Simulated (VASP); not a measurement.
# MgO (P6_3mc) in VASP: single point with HSE06

Aim: the single point of MgO with HSE06.

Program: VASP 6.6.1. These are calculated values, not measurements. Logs are shortened: lines on timing, memory, paths and dates and some standing lists are left out, and cuts for length are marked.

## Step 1: The cell of the first run

The structure is hexagonal, space group P6_3mc (No. 186). The conventional cell has a = 3.288 Å, b = 3.288 Å, c = 5.236 Å, α = 90.00°, β = 90.00°, γ = 120.00°. Within 2.6 Å of Mg (site symmetry 3m) lie 4 O at 1.99 to 2.01 Å. O (site symmetry 3m) has 4 Mg at 1.99 to 2.01 Å within 2.6 Å.

## Step 2: Single point, HSE06 (uniaxial z strain +4.0%)

File POSCAR:

```
MgO
1.0
    3.2882172281      0.0000000000      0.0000000000
   -1.6441086140      2.8476796527      0.0000000000
    0.0000000000      0.0000000000      5.2357409258
Mg O
2 2
Direct
    0.3333333333      0.6666666667     -0.0046168636
    0.6666666667      0.3333333333      0.4953831364
    0.3333333333      0.6666666667      0.3796168636
    0.6666666667      0.3333333333      0.8796168636
```

File INCAR.step1:

```
SYSTEM = MgO
ALGO     = Normal         ! electronic algorithm
EDIFF    = 1E-5           ! SCF threshold, eV
ENCUT    = 520            ! plane-wave cutoff, eV
GGA      = PE             ! functional
ISIF     = 2              ! what is computed and relaxed
ISMEAR   = 0              ! smearing method
LASPH    = .True.         ! aspherical terms in the spheres
LCHARG   = .False.        ! write CHGCAR
LREAL    = .False.        ! projectors in reciprocal space
LWAVE    = .True.         ! write WAVECAR
NBANDS   = 16             ! bands
NELM     = 100            ! most SCF steps
PREC     = Accurate       ! precision mode
SIGMA    = 0.01           ! smearing width, eV
```

File INCAR.step2:

```
SYSTEM = MgO
ALGO     = Normal         ! electronic algorithm
EDIFF    = 1E-6           ! SCF threshold, eV
ENCUT    = 520            ! plane-wave cutoff, eV
GGA      = PE             ! functional
HFSCREEN = 0.2079         ! screening, 1/A
ISIF     = 2              ! what is computed and relaxed
ISMEAR   = 0              ! smearing method
ISTART   = 1            
LASPH    = .True.         ! aspherical terms in the spheres
LCHARG   = .False.        ! write CHGCAR
LHFCALC  = .True.         ! exact exchange
LREAL    = .False.        ! projectors in reciprocal space
LWAVE    = .False.        ! write WAVECAR
NBANDS   = 16             ! bands
NELM     = 100            ! most SCF steps
PREC     = Accurate       ! precision mode
PRECFOCK = Normal       
SIGMA    = 0.01           ! smearing width, eV
```

File KPOINTS:

```
k-points
0
Gamma
  6 6 4
  0 0 0
```

Potentials or basis: VASP PAW PBE potentials, release 64 (Mg, O).

Command:

```console
$ cat potpaw_PBE.64/Mg/POTCAR potpaw_PBE.64/O/POTCAR > POTCAR
$ cp INCAR.step1 INCAR
$ mpirun -np 1 vasp_std > vasp.out
$ cp INCAR.step2 INCAR
$ mpirun -np 1 vasp_std > vasp.out
```

OUTCAR:

```text
SYSTEM = MgO
   EDIFF = 1E-6
   ENCUT = 520
   GGA = PE
   HFSCREEN = 0.2079
   ISIF = 2
   ISMEAR = 0
   ISTART = 1
   LASPH = .True.
   LHFCALC = .True.
   LREAL = .False.
   NELM = 100
   PREC = Accurate
   PRECFOCK = Normal

 ion  position               nearest neighbor table
   1  0.333  0.667  0.995-   4 1.99   4 1.99   4 1.99   3 2.01   2 3.23   2 3.23   2 3.23   2 3.23
                             2 3.23   2 3.23
   2  0.667  0.333  0.495-   3 1.99   3 1.99   3 1.99   4 2.01   1 3.23   1 3.23   1 3.23   1 3.23
                             1 3.23   1 3.23
   3  0.333  0.667  0.380-   2 1.99   2 1.99   2 1.99   1 2.01
   4  0.667  0.333  0.880-   1 1.99   1 1.99   1 1.99   2 2.01

  LATTYP: Found a hexagonal cell.
 ALAT       =     3.2882172281
 C/A-ratio  =     1.5922734304

  Lattice vectors:

 A1 = (   3.2882172281,   0.0000000000,   0.0000000000)
 A2 = (  -1.6441086140,   2.8476796527,   0.0000000000)
 A3 = (   0.0000000000,   0.0000000000,   5.2357409258)

Analysis of symmetry for initial positions (statically):
=====================================================================
 Subroutine PRICEL returns:
 Original cell was already a primitive cell.

 Routine SETGRP: Setting up the symmetry group for a
 hexagonal supercell.

 Subroutine GETGRP returns: Found 12 space group operations
 (whereof  6 operations were pure point group operations)
 out of a pool of 24 trial point group operations.

The static configuration has the point symmetry C_3v.
 The point group associated with its full space group is C_6v.

Analysis of symmetry for dynamics (positions and initial velocities):
=====================================================================
 Subroutine PRICEL returns:
 Original cell was already a primitive cell.

 Routine SETGRP: Setting up the symmetry group for a
 hexagonal supercell.

 Subroutine GETGRP returns: Found 12 space group operations
 (whereof  6 operations were pure point group operations)
 out of a pool of 24 trial point group operations.

The dynamic configuration has the point symmetry C_3v.
 The point group associated with its full space group is C_6v.

 Subroutine INISYM returns: Found 12 space group operations
 (whereof  6 operations are pure point group operations),
 and found     1 'primitive' translations

----------------------------------------------------------------------------------------

                                     Primitive cell

  volume of cell :      49.0264

  direct lattice vectors                    reciprocal lattice vectors
     3.288217228  0.000000000  0.000000000     0.304116161  0.175581547  0.000000000
    -1.644108614  2.847679653  0.000000000     0.000000000  0.351163095  0.000000000
     0.000000000  0.000000000  5.235740926     0.000000000  0.000000000  0.190994935

  length of vectors
     3.288217228  3.288217228  5.235740926     0.351163095  0.351163095  0.190994935

  position of ions in fractional coordinates (direct lattice)
     0.333333333  0.666666667  0.995383136
     0.666666667  0.333333333  0.495383136
     0.333333333  0.666666667  0.379616864
     0.666666667  0.333333333  0.879616864

  ion indices of the primitive-cell ions
   primitive index   ion index
                 1           1
                 2           2
                 3           3
                 4           4

----------------------------------------------------------------------------------------

 KPOINTS: k-points

Automatic generation of k-mesh.
 Grid dimensions read from file:
 generate k-points for:    6    6    4

 Generating k-lattice:

  Cartesian coordinates                     Fractional coordinates (reciprocal lattice)
     0.050686027  0.029263591  0.000000000     0.166666667 -0.000000000  0.000000000
     0.000000000  0.058527182  0.000000000     0.000000000  0.166666667  0.000000000
     0.000000000  0.000000000  0.047748734     0.000000000  0.000000000  0.250000000

  Length of vectors
     0.058527182  0.058527182  0.047748734

  Shift w.r.t. Gamma in fractional coordinates (k-lattice)
     0.000000000  0.000000000  0.000000000

 Subroutine IBZKPT returns following result:
 ===========================================

 Found     21 irreducible k-points:

 Following reciprocal coordinates:
            Coordinates               Weight
  0.000000  0.000000  0.000000      1.000000
  0.166667 -0.000000  0.000000      6.000000
  0.333333 -0.000000  0.000000      6.000000
  0.500000 -0.000000  0.000000      3.000000
  0.166667  0.166667  0.000000      6.000000
  0.333333  0.166667  0.000000     12.000000
[... 13 lines left out ...]
  0.333333  0.166667  0.500000     12.000000
  0.333333  0.333333  0.500000      2.000000
   k-points           NKPTS =     21   k-points in BZ     NKDIM =    144   number of bands    NBANDS=     16
   number of dos      NEDOS =    301   number of ions     NIONS =      4
   total plane-waves  NPLWV =  23040
   dimension x,y,z NGX =    24 NGY =   24 NGZ =   40
   dimension x,y,z NGXF=    48 NGYF=   48 NGZF=   80
   ions per type =               2   2
   NGX,Y,Z   is equivalent  to a cutoff of  12.13, 12.13, 12.70 a.u.
   NGXF,Y,Z  is equivalent  to a cutoff of  24.27, 24.27, 25.40 a.u.
 SYSTEM =  MgO
   PREC   = accura    normal or accurate (medium, high low for compatibility)
   ISTART =      1    job   : 0-new  1-cont  2-samecut
   ICHARG =      0    charge: 1-file 2-atom 10-const
   ISPIN  =      1    spin polarized calculation?
   LNONCOLLINEAR =      F non collinear calculations
   LSORBIT =      F    spin-orbit coupling
   LASPH  =      T    aspherical Exc in radial PAW
   ENCUT  =  520.0 eV  38.22 Ry    6.18 a.u.   6.11  6.11  9.74*2*pi/ulx,y,z
   NELM   =    100;   NELMIN=  2; NELMDL=  0     # of ELM steps
   EDIFF  = 0.1E-05   stopping-criterion for ELM
   LREAL  =      F    real-space projection
   EDIFFG = 0.1E-04   stopping-criterion for IOM
   NSW    =      0    number of steps for IOM
   IBRION =     -1    ionic relax: 0-MD 1-quasi-New 2-CG
   NFREE  =      0    steps in history (QN), initial steepest desc. (CG)
   ISIF   =      2    stress and relaxation
   ISYM   =      3    0-nonsym 1-usesym 2-fastsym
   POTIM  = 0.5000    time-step for ionic-motion
   TEBEG  =    0.0;   TEEND  =   0.0 temperature during run
   PSTRESS=    0.0 pullay stress
   NELECT =      16.0000    total number of electrons
   NUPDOWN=      -1.0000    fix difference up-down
   EMIN   =  10.00;   EMAX   =-10.00  energy-range for DOS
   EFERMI =   0.00;   METHOD = LEGACY
   ISMEAR =     0;   SIGMA  =   0.01  broadening in eV -4-tet -1-fermi 0-gaus
   EFERMI_NEDOS =   21; number of points for ismear=-14 and -15
   IALGO  =     38    algorithm
   IMIX   =      1    mixing-type and parameters
     AMIX     =   0.40;   BMIX     =  1.00
     AMIX_MAG =   1.60;   BMIX_MAG =  1.00
  volume/ion in A,a.u.               =      12.26        82.71
  Fermi-wavevector in a.u.,A,eV,Ry     =   1.127124  2.129955 17.284947  1.270408
  Thomas-Fermi vector in A             =   2.263808
   LORBIT       =      0    0 simple, 1 ext, 2 COOP (PROOUT), +10 PAW based schemes
   GGA     = PE    functional components
   LHFCALC =     T    Hartree Fock is set to
   PRECFOCK=normal    Normal, Fast or Accurate (Low or Medium for compatibility)
   ENCUT4O =  -1.0   cutoff for four orbital integrals eV
   NKREDX  =     1    reduce k-point grid by
   NKREDY  =     1    reduce k-point grid by
   NKREDZ  =     1    reduce k-point grid by
   AEXX    =    0.2500 exact exchange contribution
   HFSCREEN=    0.2079 screening length (either q_TF or 0.3 A-1)
   HFSCREENC=   0.2079 screening length for correlation (either q_TF or 0.3 A-1)
   ENCUTFOCK=  -1.0 apply spherical cutoff to Coloumb kernel
   IVDW    =     0    specifies the selected vdW correction
   LEPSILON=     F    determine dielectric tensor
   LRPA    =     F    only Hartree local field effects (RPA)
 non-spin polarized calculation
 Gauss-broadening in eV      SIGMA  =   0.01
  energy-cutoff  :      520.00
  volume of cell :       49.03
 maximum number of plane-waves:      1341
  NGX = 20; NGY = 20; NGZ = 30

 number of electron      16.0000009 magnetization

 Free energy of the ion-electron system (eV)
  ---------------------------------------------------
  ext. energy  EPLUGINS =         0.00000000
  ---------------------------------------------------
  free energy    TOTEN  =       -27.99938281 eV

  energy without entropy =      -27.99938281  energy(sigma->0) =      -27.99938281

 E-fermi :  -0.4190     XC(G=0):  -7.9014

 val. band max:       -0.4749293519   @ k =   0.0000   0.0000   0.0000
 cond. band min:       4.5625254230   @ k =   0.0000   0.0000   0.0000
 fundamental gap:      5.0374547749
 Fermi energy:        -0.4189685852

 k-point     1 :       0.0000    0.0000    0.0000
  band No.  band energies     occupation
      1     -17.9112      2.00000
      2     -17.2105      2.00000
      3      -3.7266      2.00000
      4      -0.9320      2.00000
      5      -0.9320      2.00000
      6      -0.6518      2.00000
[... 8 lines left out ...]
     15      18.1737      0.00000
     16      18.1737      0.00000

 k-point     2 :       0.1667   -0.0000    0.0000
  band No.  band energies     occupation
      1     -17.7752      2.00000
      2     -17.1550      2.00000
      3      -3.4387      2.00000
      4      -1.6570      2.00000
      5      -1.3424      2.00000
      6      -1.1012      2.00000
[... 8 lines left out ...]
     15      17.0526      0.00000
     16      17.5172      0.00000

 k-point     3 :       0.3333   -0.0000    0.0000
  band No.  band energies     occupation
      1     -17.4671      2.00000
      2     -17.0648      2.00000
      3      -2.9365      2.00000
      4      -2.6983      2.00000
      5      -2.2522      2.00000
      6      -1.3756      2.00000
[... 8 lines left out ...]
     15      15.9770      0.00000
     16      17.4241      0.00000

 k-point     4 :       0.5000   -0.0000    0.0000
  band No.  band energies     occupation
      1     -17.2682      2.00000
      2     -17.0566      2.00000
      3      -3.4563      2.00000
      4      -2.6576      2.00000
      5      -2.1049      2.00000
      6      -1.4970      2.00000
[... 8 lines left out ...]
     15      15.5537      0.00000
     16      17.7695      0.00000
[... 267 lines left out ...]
 k-point    19 :       0.1667    0.1667    0.5000
  band No.  band energies     occupation
      1     -17.3193      2.00000
      2     -17.3193      2.00000
      3      -2.8932      2.00000
      4      -2.8932      2.00000
      5      -1.3607      2.00000
      6      -1.3607      2.00000
[... 8 lines left out ...]
     15      16.5709      0.00000
     16      16.5709      0.00000

 k-point    20 :       0.3333    0.1667    0.5000
  band No.  band energies     occupation
      1     -17.1594      2.00000
      2     -17.1594      2.00000
      3      -3.2322      2.00000
      4      -3.2322      2.00000
      5      -1.7522      2.00000
      6      -1.7522      2.00000
[... 8 lines left out ...]
     15      16.7040      0.00000
     16      16.7040      0.00000

 k-point    21 :       0.3333    0.3333    0.5000
  band No.  band energies     occupation
      1     -17.1061      2.00000
      2     -17.1061      2.00000
      3      -2.9114      2.00000
      4      -2.9114      2.00000
      5      -2.4476      2.00000
      6      -2.4476      2.00000
[... 8 lines left out ...]
     15      17.0594      0.00000
     16      17.0594      0.00000

------------------------ aborting loop because EDIFF is reached ----------------------------------------

  FORCE on cell =-STRESS in cart. coord.  units (eV):
  Direction    XX          YY          ZZ          XY          YZ          ZX
  --------------------------------------------------------------------------------------
  -------------------------------------------------------------------------------------
  Total       -1.0692449     -1.0692449     -1.7595606     -0.0000000     -0.0000000      0.0000000
  in kB      -34.9428235    -34.9428235    -57.5022763     -0.0000000     -0.0000000      0.0000000
  external PRESSURE =     -42.4626411 kB  Pullay stress =       0.0000000 kB

 VOLUME and BASIS-vectors are now :
 -----------------------------------------------------------------------------
  energy-cutoff  :      520.00
  volume of cell :       49.03
      direct lattice vectors                 reciprocal lattice vectors
     3.288217228  0.000000000  0.000000000     0.304116161  0.175581547  0.000000000
    -1.644108614  2.847679653  0.000000000     0.000000000  0.351163095  0.000000000
     0.000000000  0.000000000  5.235740926     0.000000000  0.000000000  0.190994935

 POSITION                                       TOTAL-FORCE (eV/Angst)
 -----------------------------------------------------------------------------------
     -0.00000      1.89845      5.21157         0.000000      0.000000      0.002187
      1.64411      0.94923      2.59370        -0.000000      0.000000      0.002187
     -0.00000      1.89845      1.98758         0.000000     -0.000000     -0.002187
      1.64411      0.94923      4.60545        -0.000000      0.000000     -0.002187
 -----------------------------------------------------------------------------------
    total drift:                                0.000000     -0.000000      0.000439

  FREE ENERGIE OF THE ION-ELECTRON SYSTEM (eV)
  ---------------------------------------------------
  free  energy   TOTEN  =       -27.9993828083 eV

  energy  without entropy=      -27.9993828083  energy(sigma->0) =      -27.99938281
```

Wall time 39 min (1 thread of Intel Xeon Platinum 8259CL at 2.50GHz (Skylake/Cascade Lake), shared host); peak memory 0.28 GiB.

What came out:

- Free energy: -27.9994 eV
- Pressure: -4.2 GPa
- Band gap on the k mesh: 5.04 eV

Forces on the atoms (eV/Å):
```
Mg   0.000  0.000  0.002
Mg   0.000  0.000  0.002
O    0.000  0.000 -0.002
O    0.000  0.000 -0.002
```

Levels at points of the mesh, in eV from the valence-band top:
| k point | band 4 | band 5 | band 6 | band 7 | band 8 | band 9 | band 10 | band 11 | band 12 | band 13 |
| --- | --- | --- | --- | --- | --- | --- | --- | --- | --- | --- |
| (0.00, 0.00, 0.00) | -0.46 | -0.46 | -0.18 | -0.18 | 0.00 | 5.04 | 10.18 | 11.80 | 16.37 | 16.37 |
| (0.50, 0.00, 0.00) | -2.18 | -1.63 | -1.02 | -0.72 | -0.35 | 9.59 | 9.64 | 10.92 | 12.51 | 14.91 |
| (0.00, 0.00, 0.50) | -1.94 | -0.32 | -0.32 | -0.32 | -0.32 | 7.51 | 7.51 | 14.64 | 14.64 | 16.85 |
| (0.50, 0.00, 0.50) | -3.01 | -0.70 | -0.70 | -0.66 | -0.66 | 9.04 | 9.04 | 12.65 | 12.65 | 15.28 |

Caveat: the cell differs from its parent crystal (uniaxial z strain +4.0%); the cell stands under tension; the structure was generated, so it needn't be the stable form of MgO; the PAW data sets were made with another functional, which shifts forces and pressure a little.
